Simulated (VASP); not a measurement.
Runs of VASP 6.6.1 on BN. The structure is that of space group P6_3/mmc (No. 194), or close to it. The cells are those of the table. 

```tsv
task	cell	cutoff (eV)	smearing	gap on the mesh (eV)	pressure (GPa)
relaxation of cell and atoms	relaxed to 5 GPa from a = 2.489, b = 2.489, c = 6.491 Å, angles 90.0, 90.0, 120.0°, 4 atoms	600	gaussian 0.01 eV	3.92	5.0
single point	a = 2.458, b = 2.458, c = 5.171 Å, angles 90.0, 90.0, 120.0°, 4 atoms	520	gaussian 0.01 eV	3.69	22.7
relaxation of cell and atoms	relaxed to 22 GPa from a = 2.471, b = 2.471, c = 5.548 Å, angles 90.0, 90.0, 120.0°, 4 atoms	600	gaussian 0.01 eV	3.69	22.0
single point	a = 2.489, b = 2.489, c = 6.498 Å, angles 90.0, 90.0, 120.0°, 4 atoms	520	gaussian 0.02 eV	4.05	(a)
single point	a = 2.480, b = 2.480, c = 5.891 Å, angles 90.0, 90.0, 120.0°, 4 atoms	520	gaussian 0.01 eV	3.92	5.5
single point	a = 2.458, b = 2.458, c = 5.171 Å, angles 90.0, 90.0, 120.0°, 4 atoms	520	fermi-dirac 0.05 eV	3.69	22.7
```

Alike in all rows: level LDA; potentials or basis VASP PAW LDA potentials, release 64 (B, N); no spin polarisation.

Estimate the missing entries.

(a) 0.4.

Caveats: the cell stands under pressure (at least some runs); the cell is relaxed towards a set pressure, so the run minimises the enthalpy, not the energy (at least some runs).

A k mesh can miss the band edges.
